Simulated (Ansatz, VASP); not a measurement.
# Sn: VASP beside Ansatz

The input INCAR:

```
PREC = Accurate
ENCUT = 520
EDIFF = 1E-6
ISMEAR = 0
SIGMA = 0.05
LREAL = F
LASPH = T
NELM = 60
ALGO = Normal
ISIF = 2
LWAVE = F
LCHARG = F
GGA = PE
NBANDS = 21
```

Contents of KPOINTS:

```
Automatic mesh
0
Gamma
  10 10 10
```

File POSCAR:

```
Sn
1.0
    0.0000000000      3.2333428000      3.2333428000
    3.2333428000      0.0000000000      3.2333428000
    3.2333428000      3.2333428000      0.0000000000
Sn
2
Direct
    0.0000000000      0.0000000000      0.0000000000
    0.2500000000      0.2500000000      0.2500000000
```

Input for Ansatz:

```yaml
crystal:
  lattice:
    - [0.0, 3.2333428, 3.2333428]
    - [3.2333428, 0.0, 3.2333428]
    - [3.2333428, 3.2333428, 0.0]
  atoms:
    - { symbol: Sn, position: [0.0, 0.0, 0.0] }
    - { symbol: Sn, position: [0.25, 0.25, 0.25] }
basis:
  ecutwfc: 420
  fft_grid_basis: typed
kpoints:
  mp_grid: { grid: [10, 10, 10] }
hamiltonian:
  xc: pbe
scf:
  occupations: { method: gaussian, width: 0.05 }
output:
  forces: true
  stress: true
  eigenvalues: true
  bader: true
  write_density: true
  volumetric_format: npy
  elf: true
```

Alike in both runs: task single point; functional PBE; k mesh 10 × 10 × 10; occupations gaussian, width 0.05 eV; no spin polarisation.

|  | VASP | Ansatz |
| --- | --- | --- |
| version | VASP 6.6.1 | Ansatz 0.2.0 |
| potentials or method | VASP PAW PBE potentials, release 64 (Sn_d), cutoff 520 eV | scalar-relativistic, plane waves, PAW |
| valence electrons in the cell | 28 | 28 |

Ansatz gave:

- gap on the k mesh at the Fermi level (eV): none
- pressure (GPa): 3.8

Question: What did VASP give for the same quantities?

Answer: gap on the k mesh at the Fermi level (eV): none; pressure (GPa): 3.7.

A gap of «none» marks a metal or a gap that the smearing closes.
